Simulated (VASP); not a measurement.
# C (P1) in VASP: notebook

The runs below take C through single point, with LDA.

All numbers are computed with VASP 6.6.1; they aren't measurements. Logs are shortened: lines on timing, memory, paths and dates and some standing lists are left out, and cuts for length are marked.

## 1. The cell of the first run

The typed cell holds 8 atoms: a = 4.817 Å, b = 4.817 Å, c = 2.486 Å, α = 90.00°, β = 90.00°, γ = 128.22°.

## 2. Single point, LDA (atom 5 (C) moved +0.150 Å towards its neighbour atom 2 (C) at 1.515 Å)

Contents of INCAR:

```
PREC     = Accurate       # precision mode
ENCUT    = 520            # plane-wave cutoff, eV
EDIFF    = 1E-6           # SCF threshold, eV
ISMEAR   = 0              # smearing method
SIGMA    = 0.05           # smearing width, eV
LREAL    = False          # projectors in reciprocal space
LASPH    = True           # aspherical terms in the spheres
NELM     = 80             # most SCF steps
ALGO     = Normal         # electronic algorithm
ISIF     = 2              # what is computed and relaxed
LWAVE    = False          # write WAVECAR
LCHARG   = False          # write CHGCAR
GGA      = CA             # functional
NBANDS   = 26             # bands
```

Contents of KPOINTS:

```
Automatic mesh
0
Gamma
  6 6 10
```

Contents of POSCAR:

```
C
1.0
    2.1032727620     -4.3337146136      0.0000000000
    2.1032727620      4.3337146136      0.0000000000
    0.0000000000      0.0000000000      2.4856616114
C
8
Direct
    0.6482879639      0.9815881366      0.0000000000
    0.3517120361      0.0184118634      0.0000000000
    0.0184118634      0.3517120361      0.0000000000
    0.9815881366      0.6482879639      0.0000000000
    0.3993219823      0.2055150404      0.4504929111
    0.5954459046      0.7739231852      0.5000000000
    0.7739231852      0.5954459046      0.5000000000
    0.2260768148      0.4045540954      0.5000000000
```

Potentials or basis: VASP PAW LDA potentials, release 64 (C).

The run is started by

```bash
$ cat potpaw_LDA.64/C/POTCAR > POTCAR
$ mpirun -np 1 vasp_std > vasp.out
```

OUTCAR:

```text
PREC = Accurate
   ENCUT = 520
   EDIFF = 1E-6
   ISMEAR = 0
   LREAL = False
   LASPH = True
   NELM = 80
   ISIF = 2
   GGA = CA

 ion  position               nearest neighbor table
   1  0.648  0.982  0.000-   6 1.51   6 1.51   2 1.54   3 1.56
   2  0.352  0.018  0.000-   5 1.36   1 1.54   4 1.56   5 1.57
   3  0.018  0.352  0.000-   8 1.51   8 1.51   4 1.54   1 1.56
   4  0.982  0.648  0.000-   7 1.51   7 1.51   3 1.54   2 1.56
   5  0.399  0.206  0.450-   2 1.36   2 1.57   7 1.61   8 1.62
   6  0.595  0.774  0.500-   1 1.51   1 1.51   7 1.55   8 1.55
   7  0.774  0.595  0.500-   4 1.51   4 1.51   6 1.55   5 1.61
   8  0.226  0.405  0.500-   3 1.51   3 1.51   6 1.55   5 1.62

  LATTYP: Found a base centered orthorhombic cell.
 ALAT       =     4.2065455240
 B/A-ratio  =     2.0604624811
 C/A-ratio  =     0.5909032952

  Lattice vectors:

 A1 = (   2.1032727620,  -4.3337146136,   0.0000000000)
 A2 = (   2.1032727620,   4.3337146136,   0.0000000000)
 A3 = (   0.0000000000,   0.0000000000,   2.4856616114)

Analysis of symmetry for initial positions (statically):
=====================================================================
 Subroutine PRICEL returns:
 Original cell was already a primitive cell.

 Routine SETGRP: Setting up the symmetry group for a
 base centered orthorhombic supercell.

 Subroutine GETGRP returns: Found  1 space group operations
 (whereof  1 operations were pure point group operations)
 out of a pool of  8 trial point group operations.

The static configuration has the point symmetry C_1 .

Analysis of symmetry for dynamics (positions and initial velocities):
=====================================================================
 Subroutine PRICEL returns:
 Original cell was already a primitive cell.

 Routine SETGRP: Setting up the symmetry group for a
 base centered orthorhombic supercell.

 Subroutine GETGRP returns: Found  1 space group operations
 (whereof  1 operations were pure point group operations)
 out of a pool of  8 trial point group operations.

The dynamic configuration has the point symmetry C_1 .

 Subroutine INISYM returns: Found  1 space group operations
 (whereof  1 operations are pure point group operations),
 and found     1 'primitive' translations

----------------------------------------------------------------------------------------

                                     Primitive cell

  volume of cell :      45.3135

  direct lattice vectors                    reciprocal lattice vectors
     2.103272762 -4.333714614  0.000000000     0.237724754 -0.115374464  0.000000000
     2.103272762  4.333714614  0.000000000     0.237724754  0.115374464  0.000000000
     0.000000000  0.000000000  2.485661611     0.000000000  0.000000000  0.402307376

  length of vectors
     4.817140092  4.817140092  2.485661611     0.264242929  0.264242929  0.402307376

  position of ions in fractional coordinates (direct lattice)
     0.648287964  0.981588137  0.000000000
     0.351712036  0.018411863  0.000000000
     0.018411863  0.351712036  0.000000000
     0.981588137  0.648287964  0.000000000
     0.399321982  0.205515040  0.450492911
     0.595445905  0.773923185  0.500000000
     0.773923185  0.595445905  0.500000000
     0.226076815  0.404554095  0.500000000

  ion indices of the primitive-cell ions
   primitive index   ion index
                 1           1
                 2           2
                 3           3
                 4           4
                 5           5
                 6           6
                 7           7
                 8           8

----------------------------------------------------------------------------------------

 KPOINTS: Automatic mesh

Automatic generation of k-mesh.
 Grid dimensions read from file:
 generate k-points for:    6    6   10

 Generating k-lattice:

  Cartesian coordinates                     Fractional coordinates (reciprocal lattice)
     0.039620792 -0.019229077  0.000000000     0.166666667  0.000000000  0.000000000
     0.039620792  0.019229077  0.000000000     0.000000000  0.166666667  0.000000000
     0.000000000  0.000000000  0.040230738     0.000000000  0.000000000  0.100000000

  Length of vectors
     0.044040488  0.044040488  0.040230738

  Shift w.r.t. Gamma in fractional coordinates (k-lattice)
     0.000000000  0.000000000  0.000000000

 Subroutine IBZKPT returns following result:
 ===========================================

 Found    184 irreducible k-points:

 Following reciprocal coordinates:
            Coordinates               Weight
  0.000000  0.000000  0.000000      1.000000
  0.166667  0.000000  0.000000      2.000000
  0.000000  0.166667  0.000000      2.000000
  0.333333  0.000000  0.000000      2.000000
  0.000000  0.333333  0.000000      2.000000
  0.500000  0.000000  0.000000      1.000000
[... 16 lines left out ...]
 -0.166667 -0.000000  0.100000      2.000000
  0.000000  0.166667 -0.100000      2.000000
 [... further k-points ...]
   k-points           NKPTS =    184   k-points in BZ     NKDIM =    184   number of bands    NBANDS=     26
   number of dos      NEDOS =    301   number of ions     NIONS =      8
   total plane-waves  NPLWV =  23328
   dimension x,y,z NGX =    36 NGY =   36 NGZ =   18
   dimension x,y,z NGXF=    72 NGYF=   72 NGZF=   36
   ions per type =               8
   NGX,Y,Z   is equivalent  to a cutoff of  12.42, 12.42, 12.04 a.u.
   NGXF,Y,Z  is equivalent  to a cutoff of  24.85, 24.85, 24.08 a.u.
 SYSTEM =  unknown system
   PREC   = accura    normal or accurate (medium, high low for compatibility)
   ISTART =      0    job   : 0-new  1-cont  2-samecut
   ICHARG =      2    charge: 1-file 2-atom 10-const
   ISPIN  =      1    spin polarized calculation?
   LNONCOLLINEAR =      F non collinear calculations
   LSORBIT =      F    spin-orbit coupling
   LASPH  =      T    aspherical Exc in radial PAW
   ENCUT  =  520.0 eV  38.22 Ry    6.18 a.u.   8.96  8.96  4.62*2*pi/ulx,y,z
   NELM   =     80;   NELMIN=  2; NELMDL= -5     # of ELM steps
   EDIFF  = 0.1E-05   stopping-criterion for ELM
   LREAL  =      F    real-space projection
   EDIFFG = 0.1E-04   stopping-criterion for IOM
   NSW    =      0    number of steps for IOM
   IBRION =     -1    ionic relax: 0-MD 1-quasi-New 2-CG
   NFREE  =      0    steps in history (QN), initial steepest desc. (CG)
   ISIF   =      2    stress and relaxation
   ISYM   =      2    0-nonsym 1-usesym 2-fastsym
   POTIM  = 0.5000    time-step for ionic-motion
   TEBEG  =    0.0;   TEEND  =   0.0 temperature during run
   PSTRESS=    0.0 pullay stress
   NELECT =      32.0000    total number of electrons
   NUPDOWN=      -1.0000    fix difference up-down
   EMIN   =  10.00;   EMAX   =-10.00  energy-range for DOS
   EFERMI =   0.00;   METHOD = LEGACY
   ISMEAR =     0;   SIGMA  =   0.05  broadening in eV -4-tet -1-fermi 0-gaus
   EFERMI_NEDOS =   21; number of points for ismear=-14 and -15
   IALGO  =     38    algorithm
   IMIX   =      4    mixing-type and parameters
     AMIX     =   0.40;   BMIX     =  1.00
     AMIX_MAG =   1.60;   BMIX_MAG =  1.00
  volume/ion in A,a.u.               =       5.66        38.22
  Fermi-wavevector in a.u.,A,eV,Ry     =   1.457859  2.754954 28.917181  2.125353
  Thomas-Fermi vector in A             =   2.574611
   LORBIT       =      0    0 simple, 1 ext, 2 COOP (PROOUT), +10 PAW based schemes
   GGA     = CA    functional components
   LHFCALC =     F    Hartree Fock is set to
   AEXX    =    0.0000 exact exchange contribution
   IVDW    =     0    specifies the selected vdW correction
   LEPSILON=     F    determine dielectric tensor
   LRPA    =     F    only Hartree local field effects (RPA)
 non-spin polarized calculation
 Gauss-broadening in eV      SIGMA  =   0.05
  energy-cutoff  :      520.00
  volume of cell :       45.31
 maximum number of plane-waves:      1238
   NGX = 17   NGY = 17   NGZ =  9

 number of electron      32.0000004 magnetization

 Free energy of the ion-electron system (eV)
  ---------------------------------------------------
  ext. energy  EPLUGINS =         0.00000000
  ---------------------------------------------------
  free energy    TOTEN  =       -79.27608631 eV

  energy without entropy =      -79.27608631  energy(sigma->0) =      -79.27608631

 E-fermi :  10.4973     XC(G=0): -13.4590

 val. band max:       10.2781126872   @ k =   0.5000   0.5000   0.0000
 cond. band min:      13.0758808858   @ k =   0.5000   0.5000   0.3000
 fundamental gap:      2.7977681986
 Fermi energy:        10.4972708636

 k-point     1 :       0.0000    0.0000    0.0000
  band No.  band energies     occupation
      1     -11.8064      2.00000
      2      -6.5901      2.00000
      3      -5.3202      2.00000
      4      -5.1591      2.00000
      5      -4.4104      2.00000
      6      -2.5158      2.00000
[... 18 lines left out ...]
     25      20.0510      0.00000
     26      20.3275      0.00000

 k-point     2 :       0.1667    0.0000    0.0000
  band No.  band energies     occupation
      1     -11.5871      2.00000
      2      -6.8471      2.00000
      3      -6.4854      2.00000
      4      -5.5211      2.00000
      5      -3.8814      2.00000
      6      -1.3202      2.00000
[... 18 lines left out ...]
     25      20.2211      0.00000
     26      21.3079      0.00000

 k-point     3 :       0.0000    0.1667    0.0000
  band No.  band energies     occupation
      1     -11.5850      2.00000
      2      -6.9619      2.00000
      3      -6.4205      2.00000
      4      -5.3830      2.00000
      5      -3.9766      2.00000
      6      -1.3336      2.00000
[... 572 lines left out ...]
 k-point    23 :      -0.1667   -0.0000    0.1000
  band No.  band energies     occupation
      1     -11.4002      2.00000
      2      -6.6842      2.00000
      3      -6.3142      2.00000
      4      -5.3525      2.00000
      5      -3.7394      2.00000
      6      -1.1650      2.00000
[... 18 lines left out ...]
     25      20.0780      0.00000
     26      22.1111      0.00000

 k-point    24 :       0.0000    0.1667   -0.1000
  band No.  band energies     occupation
      1     -11.3981      2.00000
      2      -6.7909      2.00000
      3      -6.2491      2.00000
      4      -5.2190      2.00000
      5      -3.8523      2.00000
      6      -1.1744      2.00000
[... 18 lines left out ...]
     25      20.1012      0.00000
     26      22.1237      0.00000

 [... further k-points ...]

------------------------ aborting loop because EDIFF is reached ----------------------------------------

  FORCE on cell =-STRESS in cart. coord.  units (eV):
  Direction    XX          YY          ZZ          XY          YZ          ZX
  --------------------------------------------------------------------------------------
  -------------------------------------------------------------------------------------
  Total        0.3730227      0.7728945      2.3614227      0.3432905      1.3448815      0.7379745
  in kB       13.1891843     27.3276883     83.4942198     12.1379264     47.5517712     26.0929993
  external PRESSURE =      41.3370308 kB  Pullay stress =       0.0000000 kB

 VOLUME and BASIS-vectors are now :
 -----------------------------------------------------------------------------
  energy-cutoff  :      520.00
  volume of cell :       45.31
      direct lattice vectors                 reciprocal lattice vectors
     2.103272762 -4.333714614  0.000000000     0.237724754 -0.115374464  0.000000000
     2.103272762  4.333714614  0.000000000     0.237724754  0.115374464  0.000000000
     0.000000000  0.000000000  2.485661611     0.000000000  0.000000000  0.402307376

 POSITION                                       TOTAL-FORCE (eV/Angst)
 -----------------------------------------------------------------------------------
      3.42807      1.44443      0.00000        -0.041043     -0.394440     -0.065718
      0.77847     -1.44443      0.00000        -1.812727     -2.289016     -4.786321
      0.77847      1.44443      0.00000        -0.043229     -0.069363      0.074879
      3.42807     -1.44443      0.00000        -0.304801     -0.084367     -0.110711
      1.27214     -0.83990      1.11977         3.373327      4.234048      6.431821
      2.88016      0.77347      1.24283        -0.387527     -0.475668      0.121820
      2.88016     -0.77347      1.24283        -0.494628     -0.255712     -0.812783
      1.32639      0.77347      1.24283        -0.289372     -0.665483     -0.852987
 -----------------------------------------------------------------------------------
    total drift:                                0.000026      0.000152     -0.000031

  FREE ENERGIE OF THE ION-ELECTRON SYSTEM (eV)
  ---------------------------------------------------
  free  energy   TOTEN  =       -79.2760863134 eV

  energy  without entropy=      -79.2760863134  energy(sigma->0) =      -79.27608631
```

Wall time 3.1 min (1 thread of Intel Xeon 8259CL, shared host); peak memory 0.24 GiB.

What came out:

```
Free energy            : -79.2761 eV
Pressure               : 4.1 GPa
Largest force          : 8.407 eV/Å
Band gap on the k mesh : 2.80 eV (least direct gap 4.22 eV)
```

Forces on the atoms (eV/Å):
```
C   -0.041 -0.394 -0.066
C   -1.813 -2.289 -4.786
C   -0.043 -0.069  0.075
C   -0.305 -0.084 -0.111
C    3.373  4.234  6.432
C   -0.388 -0.476  0.122
C   -0.495 -0.256 -0.813
C   -0.289 -0.665 -0.853
```

Levels at points of the mesh, in eV from the valence-band top:
```
           k point  band 14  band 15  band 16  band 17  band 18  band 19
(0.00, 0.00, 0.00)    -2.30    -1.97    -1.23     3.64     4.48     4.63
(0.50, 0.00, 0.00)    -3.33    -2.98    -2.57     4.35     4.86     5.81
(0.00, 0.50, 0.00)    -3.51    -2.83    -2.47     4.16     5.31     5.84
(0.50, 0.50, 0.00)    -1.13    -0.24     0.00     4.22     4.87     5.29
(0.00, 0.00, 0.50)    -6.16    -3.59    -3.45     6.46     6.96     7.37
(0.50, 0.00, 0.50)    -5.18    -4.51    -3.54     4.62     5.61     5.69
(0.00, 0.50, 0.50)    -5.19    -4.60    -3.27     4.41     5.66     6.01
(0.50, 0.50, 0.50)    -5.83    -5.58    -5.16     3.50     3.99     4.72
```

Caveat: the cell differs from its parent crystal (atom 5 (C) moved +0.150 Å towards its neighbour atom 2 (C) at 1.515 Å); the cell stands under pressure; forces of over 1 eV/Å act on the atoms, so gaps and moduli don't describe the material at rest. A k mesh can miss the band edges.

## 3. Single point, LDA (atom 5 (C) moved +0.075 Å towards its neighbour atom 2 (C) at 1.515 Å)

Contents of INCAR:

```
PREC = Accurate
ENCUT = 520
EDIFF = 1E-6
ISMEAR = 0
SIGMA = 0.05
LREAL = False
LASPH = True
NELM = 100
ALGO = Normal
ISIF = 2
LWAVE = False
LCHARG = True
GGA = CA
LELF = True
LVHAR = True
NBANDS = 26
```

Contents of KPOINTS:

```
regular mesh
0
Gamma
  6 6 10
```

POSCAR: that of step 2 with these lines changed.

```diff
@@ -12,3 +12,3 @@
     0.9815881366      0.6482879639      0.0000000000
-    0.3993219823      0.2055150404      0.4504929111
+    0.4019380389      0.2157959276      0.4752464556
     0.5954459046      0.7739231852      0.5000000000
```

Potentials or basis: VASP PAW LDA potentials, release 64 (C).

The run is started by

```bash
$ cat potpaw_LDA.64/C/POTCAR > POTCAR
$ mpirun -np 1 vasp_std > vasp.out
```

It took 2.7 min on 1 thread of Intel Xeon 8259CL, shared host; peak memory 0.24 GiB.

Results (log left out):

* Free energy: -79.7237 eV
* Pressure: 2.0 GPa
* Largest force: 3.753 eV/Å
* Band gap on the k mesh: 2.96 eV (least direct gap 4.71 eV)

Forces in eV/Å, atoms in the order of the input:
```
C   -0.020 -0.190 -0.028
C   -0.708 -0.891 -2.026
C   -0.027 -0.039  0.038
C   -0.138 -0.044 -0.053
C    1.510  1.923  2.847
C   -0.184 -0.238  0.069
C   -0.282 -0.129 -0.414
C   -0.150 -0.392 -0.435
```

Stress tensor (GPa, compression positive):
```
0.89 0.40 0.88
0.40 1.38 1.83
0.88 1.83 3.66
```

Levels at points of the mesh, in eV from the valence-band top:
```
           k point  band 12  band 13  band 14  band 15  band 16  band 17  band 18  band 19  band 20  band 21
(0.00, 0.00, 0.00)    -3.40    -2.49    -2.11    -1.93    -1.23     4.32     4.76     4.96     5.19     8.25
(0.50, 0.00, 0.00)    -3.98    -3.82    -3.10    -2.80    -2.58     4.66     5.72     6.02     6.72     6.83
(0.00, 0.50, 0.00)    -3.96    -3.89    -3.22    -2.68    -2.50     4.63     5.86     6.03     6.59     6.84
(0.50, 0.50, 0.00)    -5.04    -3.45    -0.69    -0.20     0.00     4.86     5.08     5.76     6.59     6.92
(0.00, 0.00, 0.50)    -6.61    -6.33    -6.12    -3.43    -3.23     6.95     7.27     7.72     7.88     8.19
(0.50, 0.00, 0.50)    -5.78    -5.15    -4.96    -4.52    -3.34     5.06     5.82     6.24     6.83     7.24
(0.00, 0.50, 0.50)    -5.88    -5.15    -4.95    -4.54    -3.20     4.96     5.81     6.46     6.80     7.26
(0.50, 0.50, 0.50)    -5.86    -5.69    -5.57    -5.40    -5.27     3.91     4.12     4.91     5.47     9.25
```

Caveat: the cell differs from its parent crystal (atom 5 (C) moved +0.075 Å towards its neighbour atom 2 (C) at 1.515 Å); forces of over 1 eV/Å act on the atoms, so gaps and moduli don't describe the material at rest. A k mesh can miss the band edges.
